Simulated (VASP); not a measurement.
# Mn2RuSe4 (P4/mmm) in VASP: a series of runs

Runs on Mn2RuSe4. Level: PBE. Tasks: single point.

Program: VASP 6.6.1. These are calculated values, not measurements. Logs are shortened: lines on timing, memory, paths and dates and some standing lists are left out, and cuts for length are marked.

### 1 The cell of the first run

The structure is tetragonal, space group P4/mmm (No. 123). Conventional cell: a = 4.586 Å, b = 4.586 Å, c = 8.445 Å, α = 90.00°, β = 90.00°, γ = 90.00°. Mn (site symmetry 4mm) has 1 Ru at 2.68 Å and 1 Mn at 3.09 Å and 8 Se at 3.26 to 3.52 Å within 3.6 Å. Ru (site symmetry 4/mmm) has 4 Se at 2.29 Å and 2 Mn at 2.68 Å within 3.0 Å. Se (site symmetry mmm) has 2 Ru at 2.29 Å within 3.0 Å. Within 3.3 Å of Se (site symmetry 4mm) lie 1 Se at 2.43 Å and 4 Mn at 3.26 Å.

The cell was generated, and may not be a known phase.

### 2 Single point, PBE, collinear spin, ferromagnetic start

The input, INCAR:

```
SYSTEM = Mn2RuSe4
PREC = Accurate ; ENCUT = 520
EDIFF = 1E-6 ; ISMEAR = 0
SIGMA = 0.15 ; LREAL = .FALSE.
LASPH = .TRUE. ; NELM = 150
ALGO = Normal ; ISIF = 2
LWAVE = .FALSE. ; LCHARG = .FALSE.
ISPIN = 2 ; MAGMOM = 4 4 1 0 0 0 0
LORBIT = 11 ; LMAXMIX = 4
GGA = PE ; NBANDS = 45
```

The input, KPOINTS:

```
regular mesh
0
G
  3 3 2
  0 0 0
```

The input, POSCAR:

```
Mn2RuSe4
1.0
    4.5856286724      0.0000000000      0.0000000000
    0.0000000000      4.5856286724      0.0000000000
    0.0000000000      0.0000000000      8.4454293246
Mn Ru Se
2 1 4
Direct
    0.0000000000      0.0000000000      0.8168919009
    0.0000000000      0.0000000000      0.1831080991
    0.0000000000      0.0000000000      0.5000000000
    0.0000000000      0.5000000000      0.5000000000
    0.5000000000      0.0000000000      0.5000000000
    0.5000000000      0.5000000000      0.8562270996
    0.5000000000      0.5000000000      0.1437729004
```

Potentials or basis: VASP PAW PBE potentials, release 64 (Mn_pv, Ru_pv, Se).

Command:

```sh
$ cat potpaw_PBE.64/Mn_pv/POTCAR potpaw_PBE.64/Ru_pv/POTCAR potpaw_PBE.64/Se/POTCAR > POTCAR
$ mpirun -np 1 vasp_std > vasp.out
```

OUTCAR:

```text
SYSTEM = Mn2RuSe4
   PREC = Accurate
   ENCUT = 520
   EDIFF = 1E-6
   ISMEAR = 0
   LREAL = .FALSE.
   LASPH = .TRUE.
   NELM = 150
   ISIF = 2
   ISPIN = 2
   LORBIT = 11
   GGA = PE

 ion  position               nearest neighbor table
   1  0.000  0.000  0.817-   3 2.68   2 3.09
   2  0.000  0.000  0.183-   3 2.68   1 3.09
   3  0.000  0.000  0.500-   4 2.29   5 2.29   4 2.29   5 2.29   1 2.68   2 2.68
   4  0.000  0.500  0.500-   3 2.29   3 2.29
   5  0.500  0.000  0.500-   3 2.29   3 2.29
   6  0.500  0.500  0.856-   7 2.43
   7  0.500  0.500  0.144-   6 2.43

  LATTYP: Found a simple tetragonal cell.
 ALAT       =     4.5856286724
 C/A-ratio  =     1.8417167913

  Lattice vectors:

 A1 = (   4.5856286724,   0.0000000000,   0.0000000000)
 A2 = (   0.0000000000,   4.5856286724,   0.0000000000)
 A3 = (   0.0000000000,   0.0000000000,   8.4454293246)

Analysis of symmetry for initial positions (statically):
=====================================================================
 Subroutine PRICEL returns:
 Original cell was already a primitive cell.

 Routine SETGRP: Setting up the symmetry group for a
 simple tetragonal supercell.

 Subroutine GETGRP returns: Found 16 space group operations
 (whereof 16 operations were pure point group operations)
 out of a pool of 16 trial point group operations.

The static configuration has the point symmetry D_4h.

Analysis of symmetry for dynamics (positions and initial velocities):
=====================================================================
 Subroutine PRICEL returns:
 Original cell was already a primitive cell.

 Routine SETGRP: Setting up the symmetry group for a
 simple tetragonal supercell.

 Subroutine GETGRP returns: Found 16 space group operations
 (whereof 16 operations were pure point group operations)
 out of a pool of 16 trial point group operations.

The dynamic configuration has the point symmetry D_4h.

Analysis of structural, dynamic, and magnetic symmetry:
=====================================================================
 Subroutine PRICEL returns:
 Original cell was already a primitive cell.

 Routine SETGRP: Setting up the symmetry group for a
 simple tetragonal supercell.

 Subroutine GETGRP returns: Found 16 space group operations
 (whereof 16 operations were pure point group operations)
 out of a pool of 16 trial point group operations.

The overall configuration has the point symmetry D_4h.

 Subroutine INISYM returns: Found 16 space group operations
 (whereof 16 operations are pure point group operations),
 and found     1 'primitive' translations

----------------------------------------------------------------------------------------

                                     Primitive cell

  volume of cell :     177.5904

  direct lattice vectors                    reciprocal lattice vectors
     4.585628672  0.000000000  0.000000000     0.218072607  0.000000000  0.000000000
     0.000000000  4.585628672  0.000000000     0.000000000  0.218072607  0.000000000
     0.000000000  0.000000000  8.445429325     0.000000000  0.000000000  0.118407243

  length of vectors
     4.585628672  4.585628672  8.445429325     0.218072607  0.218072607  0.118407243

  position of ions in fractional coordinates (direct lattice)
     0.000000000  0.000000000  0.816891901
     0.000000000  0.000000000  0.183108099
     0.000000000  0.000000000  0.500000000
     0.000000000  0.500000000  0.500000000
     0.500000000  0.000000000  0.500000000
     0.500000000  0.500000000  0.856227100
     0.500000000  0.500000000  0.143772900

  ion indices of the primitive-cell ions
   primitive index   ion index
                 1           1
                 2           2
                 3           3
[... 28 lines left out ...]

 Found      6 irreducible k-points:

 Following reciprocal coordinates:
            Coordinates               Weight
  0.000000  0.000000  0.000000      1.000000
  0.333333  0.000000  0.000000      4.000000
  0.333333  0.333333  0.000000      4.000000
  0.000000  0.000000  0.500000      1.000000
  0.333333  0.000000  0.500000      4.000000
  0.333333  0.333333  0.500000      4.000000
   k-points           NKPTS =      6   k-points in BZ     NKDIM =      6   number of bands    NBANDS=     45
   number of dos      NEDOS =    301   number of ions     NIONS =      7
   total plane-waves  NPLWV =  82944
   dimension x,y,z NGX =    36 NGY =   36 NGZ =   64
   dimension x,y,z NGXF=    72 NGYF=   72 NGZF=  128
   ions per type =               2   1   4
   NGX,Y,Z   is equivalent  to a cutoff of  13.05, 13.05, 12.60 a.u.
   NGXF,Y,Z  is equivalent  to a cutoff of  26.10, 26.10, 25.20 a.u.
 SYSTEM =  Mn2RuSe4
   PREC   = accura    normal or accurate (medium, high low for compatibility)
   ISTART =      0    job   : 0-new  1-cont  2-samecut
   ICHARG =      2    charge: 1-file 2-atom 10-const
   ISPIN  =      2    spin polarized calculation?
   LNONCOLLINEAR =      F non collinear calculations
   LSORBIT =      F    spin-orbit coupling
   LASPH  =      T    aspherical Exc in radial PAW
   ENCUT  =  520.0 eV  38.22 Ry    6.18 a.u.   8.53  8.53 15.70*2*pi/ulx,y,z
   NELM   =    150;   NELMIN=  2; NELMDL= -5     # of ELM steps
   EDIFF  = 0.1E-05   stopping-criterion for ELM
   LREAL  =      F    real-space projection
   EDIFFG = 0.1E-04   stopping-criterion for IOM
   NSW    =      0    number of steps for IOM
   IBRION =     -1    ionic relax: 0-MD 1-quasi-New 2-CG
   NFREE  =      0    steps in history (QN), initial steepest desc. (CG)
   ISIF   =      2    stress and relaxation
   ISYM   =      2    0-nonsym 1-usesym 2-fastsym
   POTIM  = 0.5000    time-step for ionic-motion
   TEBEG  =    0.0;   TEEND  =   0.0 temperature during run
   PSTRESS=    0.0 pullay stress
   NELECT =      64.0000    total number of electrons
   NUPDOWN=      -1.0000    fix difference up-down
   EMIN   =  10.00;   EMAX   =-10.00  energy-range for DOS
   EFERMI =   0.00;   METHOD = LEGACY
   ISMEAR =     0;   SIGMA  =   0.15  broadening in eV -4-tet -1-fermi 0-gaus
   EFERMI_NEDOS =   21; number of points for ismear=-14 and -15
   IALGO  =     38    algorithm
   IMIX   =      4    mixing-type and parameters
     AMIX     =   0.40;   BMIX     =  1.00
     AMIX_MAG =   1.60;   BMIX_MAG =  1.00
  volume/ion in A,a.u.               =      25.37       171.21
  Fermi-wavevector in a.u.,A,eV,Ry     =   1.165006  2.201543 18.466371  1.357240
  Thomas-Fermi vector in A             =   2.301538
   LORBIT       =     11    0 simple, 1 ext, 2 COOP (PROOUT), +10 PAW based schemes
   GGA     = PE    functional components
   LHFCALC =     F    Hartree Fock is set to
   AEXX    =    0.0000 exact exchange contribution
   IVDW    =     0    specifies the selected vdW correction
   LEPSILON=     F    determine dielectric tensor
   LRPA    =     F    only Hartree local field effects (RPA)
 spin polarized calculation
 Gauss-broadening in eV      SIGMA  =   0.15
  energy-cutoff  :      520.00
  volume of cell :      177.59
 maximum number of plane-waves:      4797
 NGX is ok and might be reduce to    36
   NGX = 17   NGY = 17   NGZ = 31

 number of electron      64.0000027 magnetization       9.8865392

 number of electron      64.0000028 magnetization      10.9452102

 Free energy of the ion-electron system (eV)
  ---------------------------------------------------
  ext. energy  EPLUGINS =         0.00000000
  ---------------------------------------------------
  free energy    TOTEN  =       -37.19407289 eV

  energy without entropy =      -37.12331462  energy(sigma->0) =      -37.15869375

 E-fermi :   3.6381     XC(G=0):  -9.3415

 val. band max:        3.6161397353   @ k =   0.3333   0.3333   0.0000
 cond. band min:       3.7122151208   @ k =   0.3333   0.0000   0.0000
 fundamental gap:      0.0960753855
 Fermi energy:         3.6381157975

 spin component 1

 k-point     1 :       0.0000    0.0000    0.0000
  band No.  band energies     occupation
      1     -47.2559      1.00000
      2     -47.2559      1.00000
      3     -47.2545      1.00000
      4     -47.2545      1.00000
      5     -47.1344      1.00000
      6     -47.1182      1.00000
[... 271 lines left out ...]
     43       7.9658      0.00000
     44       8.1918      0.00000
 Fermi energy:         3.6381157975

 spin component 2

 k-point     1 :       0.0000    0.0000    0.0000
  band No.  band energies     occupation
      1     -42.5582      1.00000
      2     -42.5504      1.00000
      3     -42.5504      1.00000
      4     -42.5486      1.00000
      5     -42.5486      1.00000
      6     -42.5402      1.00000
[... 271 lines left out ...]
     43       8.5360      0.00000
     44       8.9310      0.00000
 [bands above 44 left out]

------------------------ aborting loop because EDIFF is reached ----------------------------------------

  FORCE on cell =-STRESS in cart. coord.  units (eV):
  Direction    XX          YY          ZZ          XY          YZ          ZX
  --------------------------------------------------------------------------------------
  -------------------------------------------------------------------------------------
  Total        0.3561130      0.3561130      0.4980929      0.0000000      0.0000000      0.0000000
  in kB        3.2127644      3.2127644      4.4936726      0.0000000      0.0000000      0.0000000
  external PRESSURE =       3.6397338 kB  Pullay stress =       0.0000000 kB

 VOLUME and BASIS-vectors are now :
 -----------------------------------------------------------------------------
  energy-cutoff  :      520.00
  volume of cell :      177.59
      direct lattice vectors                 reciprocal lattice vectors
     4.585628672  0.000000000  0.000000000     0.218072607  0.000000000  0.000000000
     0.000000000  4.585628672  0.000000000     0.000000000  0.218072607  0.000000000
     0.000000000  0.000000000  8.445429325     0.000000000  0.000000000  0.118407243

 POSITION                                       TOTAL-FORCE (eV/Angst)
 -----------------------------------------------------------------------------------
      0.00000      0.00000      6.89900        -0.000000      0.000000      0.035879
      0.00000      0.00000      1.54643         0.000000     -0.000000     -0.035879
      0.00000      0.00000      4.22271        -0.000000      0.000000      0.000000
      0.00000      2.29281      4.22271        -0.000000      0.000000      0.000000
      2.29281      0.00000      4.22271        -0.000000      0.000000      0.000000
      2.29281      2.29281      7.23121        -0.000000      0.000000     -0.021806
      2.29281      2.29281      1.21422        -0.000000     -0.000000      0.021806
 -----------------------------------------------------------------------------------
    total drift:                                0.000000      0.000000      0.000000

  FREE ENERGIE OF THE ION-ELECTRON SYSTEM (eV)
  ---------------------------------------------------
  free  energy   TOTEN  =       -37.1940728861 eV

  energy  without entropy=      -37.1233146153  energy(sigma->0) =      -37.15869375

 total charge

# of ion       s       p       d       tot
------------------------------------------
    1        0.255   6.076   4.875  11.206
    2        0.255   6.076   4.875  11.206
    3        0.348   6.324   6.206  12.878
    4        1.474   2.301   0.078   3.853
    5        1.474   2.301   0.078   3.853
    6        1.484   2.201   0.029   3.714
    7        1.484   2.201   0.029   3.714
--------------------------------------------------
tot          6.776  27.480  16.168  50.424

 magnetization (x)

# of ion       s       p       d       tot
------------------------------------------
    1        0.067   0.030   4.304   4.402
    2        0.067   0.030   4.304   4.402
    3       -0.006  -0.001   0.453   0.446
    4        0.012   0.228   0.004   0.244
    5        0.012   0.228   0.004   0.244
    6        0.007   0.027   0.003   0.038
    7        0.007   0.027   0.003   0.038
--------------------------------------------------
tot          0.168   0.571   9.074   9.813
```

Run time: 3.4 min. Hardware: 1 thread of Intel Xeon Platinum 8488C (Sapphire Rapids), shared host; peak memory 0.37 GiB.

Results:

* Free energy: -37.1941 eV
* Pressure: 0.4 GPa
* Largest force: 0.036 eV/Å
* Net moment: 10.95 μB per cell
* Site moments: Mn +4.40; Ru +0.45; Se +0.24, +0.04 (each value once) μB
* Valence electrons inside the program's atomic spheres: Mn 11.21; Ru 12.88; Se 3.85, 3.71 (each value once)

Forces on the atoms (eV/Å):
```
Mn   0.000  0.000  0.036
Mn   0.000  0.000 -0.036
Ru   0.000  0.000  0.000
Se   0.000  0.000  0.000
Se   0.000  0.000  0.000
Se   0.000  0.000 -0.022
Se   0.000  0.000  0.022
```

Caveat: the k points lie up to 0.46 Å⁻¹ apart; semilocal functionals often make such compounds metallic where correlation or magnetic order opens a gap, which also shifts bond lengths; the run started ferromagnetic, and an antiferromagnetic order may lie lower in energy.

### 3 Single point, PBE, collinear spin, ferromagnetic start

This run uses another cell than the first one, of 30.81 Å³/atom.

The input, INCAR:

```
ALGO = Normal ; EDIFF = 1E-6
ENCUT = 520 ; GGA = PE
ISIF = 2 ; ISMEAR = 0
ISPIN = 2 ; LASPH = T
LCHARG = T ; LELF = T
LMAXMIX = 4 ; LORBIT = 11
LREAL = F ; LVHAR = T
LWAVE = F ; MAGMOM = 4 4 1 0 0 0 0
NBANDS = 45 ; NELM = 150
PREC = Accurate ; SIGMA = 0.15
```

The input, KPOINTS:

```
k-points
0
Gamma
  2 2 3
```

The input, POSCAR:

```
Mn2RuSe4
1.0
    6.9288068507      0.0000000000      0.0000000000
    0.0000000000      6.9288068507      0.0000000000
    0.0000000000      0.0000000000      4.4918515218
Mn Ru Se
2 1 4
Direct
    0.5000000000      0.5000000000      0.0000000000
    0.0000000000      0.0000000000      0.5000000000
    0.5000000000      0.5000000000      0.5000000000
    0.3243334709      0.0000000000      0.5000000000
    0.6756665291      0.0000000000      0.5000000000
    0.0000000000      0.3243334709      0.5000000000
    0.0000000000      0.6756665291      0.5000000000
```

Potentials or basis: VASP PAW PBE potentials, release 64 (Mn_pv, Ru_pv, Se).

Command:

```sh
$ cat potpaw_PBE.64/Mn_pv/POTCAR potpaw_PBE.64/Ru_pv/POTCAR potpaw_PBE.64/Se/POTCAR > POTCAR
$ mpirun -np 1 vasp_std > vasp.out
```

It took 2.7 min on 1 thread of Intel Xeon Platinum 8488C (Sapphire Rapids), shared host; peak memory 0.43 GiB.

Results (log left out):

```yaml
Free_energy: -33.4326 eV
Pressure: 0.6 GPa
Largest_force: 0.060 eV/Å
Net_moment: 6.11 μB per cell
Site_moments: Mn +3.72, +2.61; Ru -0.34; Se -0.09 μB
Valence_electrons_inside_the_program's_atomic_spheres: Mn 11.54, 11.84; Ru 12.57; Se 3.76
```

Forces in eV/Å, atoms in the order of the input:
```
Mn   0.000  0.000  0.000
Mn   0.000  0.000  0.000
Ru   0.000  0.000  0.000
Se   0.060  0.000  0.000
Se  -0.060  0.000  0.000
Se   0.000  0.060  0.000
Se   0.000 -0.060  0.000
```

Stress tensor (GPa, compression positive):
```
0.84 0.00 0.00
0.00 0.84 0.00
0.00 0.00 0.18
```

Levels at points of the mesh, in eV from the Fermi level:
Spin up:
```csv
k point,band 32,band 33,band 34,band 35,band 36,band 37
"(0.00, 0.00, 0.00)",0.44,0.51,0.51,0.51,0.65,0.65
"(0.50, 0.00, 0.00)",-0.33,-0.21,-0.04,0.39,0.56,0.59
"(0.50, 0.50, 0.00)",-0.84,-0.64,-0.64,-0.12,0.32,0.32
```
Spin down:
```
           k point  band 27  band 28  band 29  band 30  band 31  band 32
(0.00, 0.00, 0.00)    -0.74    -0.70     0.41     1.05     1.05     1.11
(0.50, 0.00, 0.00)    -0.60    -0.51    -0.44     0.37     0.41     0.80
(0.50, 0.50, 0.00)    -0.73    -0.72    -0.72     0.10     0.17     0.47
```

Caveat: the k points lie up to 0.47 Å⁻¹ apart; semilocal functionals often make such compounds metallic where correlation or magnetic order opens a gap, which also shifts bond lengths; the run started ferromagnetic, and an antiferromagnetic order may lie lower in energy.
